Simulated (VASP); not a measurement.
Input of a VASP 6.6.1 run:

Contents of INCAR:

```
PREC = Accurate
ENCUT = 520
EDIFF = 1E-6
ISMEAR = 0
SIGMA = 0.01
LREAL = F
LASPH = T
NELM = 100
ALGO = Normal
ISIF = 2
LWAVE = F
LCHARG = T
LELF = T
LVHAR = T
NBANDS = 16
```

KPOINTS

```
Automatic mesh
0
Gamma
  10 10 10
```

POSCAR

```
CaC2
1.0
   -1.8789553324      1.8789553324      3.1385490914
    1.8789553324     -1.8789553324      3.1385490914
    1.8789553324      1.8789553324     -3.1385490914
Ca C
1 2
Direct
    0.0000000000      0.0000000000      0.0000000000
    0.5996822185      0.5996822185      0.0000000000
    0.4003177815      0.4003177815      0.0000000000
```

Potentials or basis: VASP PAW LDA potentials, release 64 (Ca_sv, C).

Launch:

```bash
$ cat potpaw_LDA.64/Ca_sv/POTCAR potpaw_LDA.64/C/POTCAR > POTCAR
$ mpirun -np 1 vasp_std > vasp.out
```

Q: Estimate the pressure.

A: 0.5 GPa.

Q: What does it give for the band gap on the k mesh?

A: 0.85 eV, indirect (least direct gap 2.03 eV).

Q: What does it give for the largest force?

A: 0.091 eV/Å.

Stress tensor (GPa, compression positive):
```
0.30 0.00 0.00
0.00 0.30 0.00
0.00 0.00 0.83
```

A k mesh can miss the band edges. Expect the measured gap to be larger: semilocal functionals such as LDA lack the derivative discontinuity.
